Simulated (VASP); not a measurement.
Zn8S7 (a cell with a defect): relaxation of the atoms with PBE

The system is Zn8S7 (a cell with a defect).

```xyz
15
Lattice="0.0000 0.0000 6.3046 -3.8441 6.6581 0.0000 -3.8441 -6.6581 0.0000" Properties=species:S:1:pos:R:3 pbc="T T T"
Zn   -1.9220   -1.1097    0.0017
Zn   -3.8441    2.2194    0.0017
Zn   -3.8441   -4.4387    0.0017
Zn   -5.7661   -1.1097    0.0017
Zn   -3.8441    4.4387    3.1540
Zn   -1.9220    1.1097    3.1540
Zn   -5.7661    1.1097    3.1540
Zn   -3.8441   -2.2194    3.1540
S    -3.8441    2.2194    2.3626
S    -3.8441   -4.4387    2.3626
S    -5.7661   -1.1097    2.3626
S    -3.8441    4.4387    5.5149
S    -1.9220    1.1097    5.5149
S    -5.7661    1.1097    5.5149
S    -3.8441   -2.2194    5.5149
```

```yaml
Program: VASP 6.6.1
Task: relaxation of the atoms
Functional: PBE
Potentials_or_basis: VASP PAW PBE potentials, release 64 (Zn, S)
Cutoff: 520 eV
k_mesh: 1 × 1 × 1
Occupations: gaussian, width 0.01 eV
Spin: no spin polarisation
Dipole_correction: no
Further_INCAR_settings: LREAL = Auto; ALGO = Normal; EDIFF = 1e-06; IBRION = 2; EDIFFG = -0.025; NSW = 65
```

* Energy gained by relaxing: 36.4 meV/atom
* Ionic steps: 15
* Pressure after relaxing: -3.0 GPa
* Largest force after relaxing: 0.024 eV/Å
* Band gap on the k mesh: 2.79 eV

Forces on the atoms (eV/Å):
```
Zn   0.000  0.000  0.018
Zn   0.002  0.001 -0.007
Zn  -0.002  0.001 -0.007
Zn   0.000 -0.003 -0.007
Zn  -0.019  0.011 -0.009
Zn   0.000 -0.022 -0.009
Zn   0.000  0.000  0.000
Zn   0.019  0.011 -0.009
S    0.009  0.005  0.009
S   -0.009  0.005  0.009
S    0.000 -0.010  0.009
S   -0.007  0.004 -0.002
S    0.000 -0.008 -0.002
S    0.000  0.000  0.012
S    0.007  0.004 -0.002
```

Stress tensor (GPa, compression positive):
```
-0.20  0.00  0.00
 0.00 -0.20  0.00
 0.00  0.00 -8.70
```

Step by step:
```csv
step,energy change (eV),largest force (eV/Å),pressure (GPa)
1,0.0000,0.7413,0.35
2,-0.1429,0.6559,-0.07
3,-0.3165,0.7871,-1.04
4,-0.4323,0.5507,-1.82
5,-0.4905,0.1829,-2.77
6,-0.4905,0.1989,-2.73
7,-0.5007,0.1940,-2.75
8,-0.5140,0.1914,-2.77
9,-0.5215,0.1761,-2.82
10,-0.5362,0.1354,-2.88
11,-0.5320,0.2794,-2.96
12,-0.5399,0.1397,-2.92
13,-0.5447,0.0641,-2.95
14,-0.5458,0.0385,-2.98
15,-0.5466,0.0241,-3.03
```

Final structure:
```cif
data_structure
_symmetry_space_group_name_H-M 'P 1'
_symmetry_Int_Tables_number 1
_cell_length_a 6.3046
_cell_length_b 7.6881
_cell_length_c 7.6881
_cell_angle_alpha 120.000
_cell_angle_beta 90.000
_cell_angle_gamma 90.000
_cell_volume 322.73
loop_
_atom_site_label
_atom_site_type_symbol
_atom_site_fract_x
_atom_site_fract_y
_atom_site_fract_z
_atom_site_occupancy
Zn1 Zn 0.07743 0.16667 0.33333 1
Zn2 Zn 0.99132 0.66524 0.33047 1
Zn3 Zn 0.99132 0.16953 0.83476 1
Zn4 Zn 0.99132 0.66524 0.83476 1
Zn5 Zn 0.49463 0.86362 0.18181 1
Zn6 Zn 0.49463 0.31819 0.18181 1
Zn7 Zn 0.48712 0.83333 0.66667 1
Zn8 Zn 0.49463 0.31819 0.63638 1
S1 S 0.36917 0.66324 0.32648 1
S2 S 0.36917 0.17352 0.83676 1
S3 S 0.36917 0.66324 0.83676 1
S4 S 0.87821 0.85564 0.17782 1
S5 S 0.87821 0.32218 0.17782 1
S6 S 0.86070 0.83333 0.66667 1
S7 S 0.87821 0.32218 0.64436 1
```

Levels at points of the mesh, in eV from the valence-band top:
| k point | band 67 | band 68 | band 69 | band 70 | band 71 | band 72 |
| --- | --- | --- | --- | --- | --- | --- |
| (0.00, 0.00, 0.00) | -0.54 | 0.00 | 0.00 | 2.79 | 3.11 | 3.46 |

It took 9.1 min on 1 thread of Intel(R) Xeon(R) Platinum 8375C CPU @ 2.90GHz (Ice Lake), on a shared host, peak memory 0.43 GiB.

Caveat: the k points lie up to 1.00 Å⁻¹ apart.
